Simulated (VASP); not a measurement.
Set up this calculation in VASP 6.6.1, as the native input.

* Task: single point
* Functional: PBE
* Potentials or basis: VASP PAW PBE potentials, release 64 (Mg, I)
* Cutoff: 520 eV
* k mesh: 9 × 9 × 4
* Occupations: gaussian, width 0.05 eV
* Spin: no spin polarisation
* Dipole correction: no
* Further INCAR settings: ALGO = Normal; EDIFF = 1e-06; NBANDS = 15

The structure of MgI2 lies in POSCAR:

```
MgI2
1.0
    4.1400000000      0.0000000000      0.0000000000
   -2.0700000000      3.5853451717      0.0000000000
    0.0000000000      0.0000000000      6.8800000000
Mg I
1 2
Direct
    0.0000000000      0.0000000000      0.0000000000
    0.3333333333      0.6666666667      0.2500000000
    0.6666666667      0.3333333333      0.7500000000
```

The input as run:

INCAR

```
  PREC = Accurate
  ENCUT = 520
  EDIFF = 1E-6
  ISMEAR = 0
  SIGMA = 0.05
  LREAL = False
  LASPH = True
  NELM = 100
  ALGO = Normal
  ISIF = 2
  LWAVE = False
  LCHARG = False
  GGA = PE
  NBANDS = 15
```

KPOINTS

```
Automatic mesh
0
Gamma
  9 9 4
```

Potentials or basis: VASP PAW PBE potentials, release 64 (Mg, I).

Run with:

```bash
$ cat potpaw_PBE.64/Mg/POTCAR potpaw_PBE.64/I/POTCAR > POTCAR
$ mpirun -np 1 vasp_std > vasp.out
```

It gave:

```yaml
Pressure: 0.6 GPa
Largest_force: 0.255 eV/Å
Band_gap_on_the_k_mesh: 3.47 eV (least direct gap 3.63 eV)
```

Caveat: spin-orbit coupling is left out, which moves the levels of the heavy elements; an odd mesh through Γ misses points on the zone boundary, where band edges can lie; this functional lacks dispersion, which binds the layers, so the pressure and a relaxed spacing across them are unreliable.

Wall time 86 s on 1 thread of Intel Xeon 8259CL, on a shared host, peak memory 0.26 GiB.
